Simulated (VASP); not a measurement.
Write the native input for VASP 6.6.1 that does the following.

- Task: relaxation of shape and atoms at fixed volume
- Functional: PBE
- Potentials or basis: VASP PAW PBE potentials, release 64 (Zr_sv, B)
- Cutoff: 600 eV
- k mesh: 18 × 18 × 12
- Occupations: gaussian, width 0.1 eV
- Spin: no spin polarisation
- Dipole correction: no
- Further INCAR settings: ALGO = Normal; EDIFF = 1e-06; IBRION = 2; EDIFFG = -0.01; NSW = 50; ISIF = 4

The structure of ZrB2 lies in POSCAR:

```
ZrB2
1.0
    3.1392950393      0.0000000000      0.0000000000
   -1.5696475196      2.7187092540      0.0000000000
    0.0000000000      0.0000000000      3.5062029374
Zr B
1 2
Direct
    0.0000000000      0.0000000000      0.0000000000
    0.3333333333      0.6666666667      0.5000000000
    0.6666666667      0.3333333333      0.5000000000
```

This cell differs from its parent crystal: volume scaled by 0.97.

The input as run:

INCAR

```
SYSTEM = ZrB2
PREC = Accurate ; ENCUT = 600
EDIFF = 1E-6 ; ISMEAR = 0
SIGMA = 0.1 ; LREAL = .False.
LASPH = .True. ; NELM = 60
ALGO = Normal ; ISIF = 4
LWAVE = .False. ; LCHARG = .False.
GGA = PE ; IBRION = 2
NSW = 50 ; EDIFFG = -0.01
```

KPOINTS

```
Automatic mesh
0
Gamma
  18 18 12
  0 0 0
```

Potentials or basis: VASP PAW PBE potentials, release 64 (Zr_sv, B).

Run with:

```bash
$ cat potpaw_PBE.64/Zr_sv/POTCAR potpaw_PBE.64/B/POTCAR > POTCAR
$ mpirun -np 1 vasp_std > vasp.out
```

Results of the run:

```json
{
  "Energy gained by relaxing": "0.0 meV/atom",
  "Ionic steps": "2",
  "Pressure after relaxing": "7.8 GPa",
  "Band gap on the k mesh": "zero (band 9 reaches 11.62 eV, above the bottom of band 10 at 10.30 eV)"
}
```

Run time: 2.2 min on 1 thread of Intel(R) Xeon(R) Platinum 8488C (Sapphire Rapids) (shared host), peak memory 0.26 GiB.
